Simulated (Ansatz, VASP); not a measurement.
**One calculation of Ti, two programs**

Contents of POSCAR:

```
Ti
1.0
    2.9500002469      0.0000000000      0.0000000000
   -1.4750001235      2.5547751550      0.0000000000
    0.0000000000      0.0000000000      4.6846003921
Ti
2
Direct
    0.3333333333      0.6666666667      0.7500000000
    0.6666666667      0.3333333333      0.2500000000
```

File INCAR.step1:

```
PREC = Accurate
ENCUT = 550
ISMEAR = 0
SIGMA = 0.05
LREAL = False
LASPH = True
NELM = 120
NBANDS = 19
GGA = PE
ALGO = Normal
EDIFF = 1E-5
LWAVE = True
LCHARG = False
GGA_COMPAT = False
```

File INCAR.step2:

```
PREC = Accurate
ENCUT = 550
EDIFF = 1E-6
ISMEAR = 0
SIGMA = 0.05
LREAL = False
LASPH = True
NELM = 120
ALGO = Normal
ISIF = 2
LWAVE = False
LCHARG = True
METAGGA = R2SCAN
LMIXTAU = True
LELF = True
LVHAR = True
NBANDS = 19
ISTART = 1
GGA_COMPAT = False
```

Contents of KPOINTS:

```
Automatic mesh
0
Gamma
  14 14 8
```

Input for Ansatz:

```yaml
crystal:
  lattice:
    - [2.9500002469, 0.0, 0.0]
    - [-1.4750001235, 2.554775155, 0.0]
    - [0.0, 0.0, 4.6846003921]
  atoms:
    - { symbol: Ti, position: [0.3333333333, 0.6666666667, 0.75] }
    - { symbol: Ti, position: [0.6666666667, 0.3333333333, 0.25] }
basis:
  ecutwfc: 500
  ecutrho_ratio: 4
kpoints:
  mp_grid: { grid: [14, 14, 8] }
hamiltonian:
  xc: r2scan
scf:
  occupations: { method: gaussian, width: 0.05 }
output:
  forces: true
  stress: true
  eigenvalues: true
  eigenstates:
    nscf_kmesh: { grid: [24, 24, 14] }
    de_dk: true
    e_range: [-2.5, 2.5]
  write_density: true
  write_potential: true
  elf: true
  volumetric_format: npy
```

Alike in both runs: task single point; functional r2SCAN; k mesh 14 × 14 × 8; occupations gaussian, width 0.05 eV; no spin polarisation.

|  | VASP | Ansatz |
| --- | --- | --- |
| version | VASP 6.6.1 | Ansatz 0.2.0 |
| potentials or method | VASP PAW PBE potentials, release 64 (Ti_sv), cutoff 550 eV | scalar-relativistic, plane waves, PAW |
| valence electrons in the cell | 24 | 24 |

```tsv
	VASP	Ansatz	Ansatz less VASP
gap on the k mesh at the Fermi level (eV)	none	none	-
pressure (GPa)	-2.0	-2.4	-0.39
traceless stress, the component that is largest in VASP (GPa)	-0.56	-0.56	-0.007
```

VASP's potentials were made for PBE, not for r2SCAN. A gap of «none» marks a metal or a gap that the smearing closes. With one functional, cell and mesh, what is left measures potentials, basis and numerics.
